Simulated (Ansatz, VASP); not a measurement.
# One calculation of Sc2AlP3, two programs

```
CELL_PARAMETERS angstrom
4.19111 0.00000 0.00000
0.00000 4.19111 0.00000
0.00000 0.00000 6.11231
ATOMIC_POSITIONS crystal
Sc 0.00000 0.50000 0.73025
Sc 0.50000 0.00000 0.26975
Al 0.00000 0.00000 0.00000
P 0.50000 0.50000 0.81423
P 0.50000 0.50000 0.18577
P 0.50000 0.50000 0.50000
```

Alike in both runs: task single point; functional PBE; k mesh 4 × 4 × 4; occupations gaussian, width 0.1 eV; no spin polarisation.

```csv
,VASP,Ansatz
version,VASP 6.6.1,Ansatz 0.2.0
potentials or method,"VASP PAW PBE potentials, release 64 (Sc_sv, Al, P), cutoff 520 eV","scalar-relativistic, plane waves, PAW"
valence electrons in the cell,40,40
```

```csv
,VASP,Ansatz,Ansatz less VASP
gap on the k mesh at the Fermi level (eV),none,none,-
rms of the force components (eV/Å),2.462,2.493,+0.0316
```

Atom by atom the forces differ by 0.038 eV/Å (rms over components). A gap of «none» marks a metal or a gap that the smearing closes.

The k mesh is coarse, so the values compare programs but aren't converged.
